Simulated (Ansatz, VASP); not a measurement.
## Two plane-wave programs on Pd

File INCAR:

```
SYSTEM = Pd
PREC     = Accurate       ! precision mode
ENCUT    = 500            ! plane-wave cutoff, eV
EDIFF    = 1E-6           ! SCF threshold, eV
ISMEAR   = -1             ! smearing method
SIGMA    = 0.05           ! smearing width, eV
LREAL    = .False.        ! projectors in reciprocal space
LASPH    = .True.         ! aspherical terms in the spheres
NELM     = 200            ! most SCF steps
ALGO     = Normal         ! electronic algorithm
ISIF     = 2              ! what is computed and relaxed
LWAVE    = .False.        ! write WAVECAR
LCHARG   = .True.         ! write CHGCAR
ISPIN    = 2              ! spin polarisation
MAGMOM   = 0.423 0.423    ! initial moments
LORBIT   = 11             ! projections on sites
LMAXMIX  = 4              ! l up to which the mixer works
GGA      = B5             ! functional
ALDAX    = 1.0          
AGGAX    = 1.0          
AGGAC    = 1.0          
ALDAC    = 0.0          
LELF     = .True.         ! ELF
LVHAR    = .True.       
NBANDS   = 21             ! bands
GGA_COMPAT= .False.
```

Contents of KPOINTS:

```
regular mesh
0
Gamma
  10 10 10
  0 0 0
```

File POSCAR:

```
Pd
1.0
    0.0000000000      3.0790357301      3.0790357301
    3.0790357301      0.0000000000      3.0790357301
    3.0790357301      3.0790357301      0.0000000000
Pd
2
Direct
    0.1250000000      0.1250000000      0.1250000000
    0.8750000000      0.8750000000      0.8750000000
```

Input for Ansatz:

```yaml
crystal:
  lattice:
    - [0.0, 3.0790357301, 3.0790357301]
    - [3.0790357301, 0.0, 3.0790357301]
    - [3.0790357301, 3.0790357301, 0.0]
  atoms:
    - { symbol: Pd, position: [0.125, 0.125, 0.125], spin: 0.423 }
    - { symbol: Pd, position: [0.875, 0.875, 0.875], spin: 0.423 }
hamiltonian:
  xc: blyp
  pseudopotentials:
    kind: paw
    azcp:
      Pd: "pseudopotentials/Pd.paw.azcp"
basis:
  ecutwfc: 420
  fft_grid_basis: typed
kpoints:
  mp_grid: { grid: [10, 10, 10], shift: [0, 0, 0] }
magnetization:
  spin_polarized: true
scf:
  occupations: { method: fermi_dirac, width: 0.05 }
  lower_state_search: "off"
output:
  stress: true
```

Alike in both runs: task single point; functional BLYP; k mesh 10 × 10 × 10; occupations fermi-dirac, width 0.05 eV; collinear spin.

|  | VASP | Ansatz |
| --- | --- | --- |
| version | VASP 6.6.1 | Ansatz 0.2.0 |
| potentials or method | VASP PAW PBE potentials, release 64 (Pd), cutoff 500 eV | plane waves (420 eV) with PAW, scalar-relativistic |
| valence electrons in the cell | 20 | 36 |

|  | VASP | Ansatz | Ansatz less VASP |
| --- | --- | --- | --- |
| pressure (GPa) | -4.5 | -4.6 | -0.09 |
| net moment per atom (μB) | 0.42 | 0.42 | +0.003 |
| size of the moment on the site where the two differ most (μB) | 0.41 | 0.41 | 0.000 |

VASP's potentials were made for PBE, not for BLYP. Site moments also hang on the region over which each program counts them. VASP's potentials hold 20 valence electrons a cell and Ansatz's 36, so a difference there can come from the potentials and not from the codes.
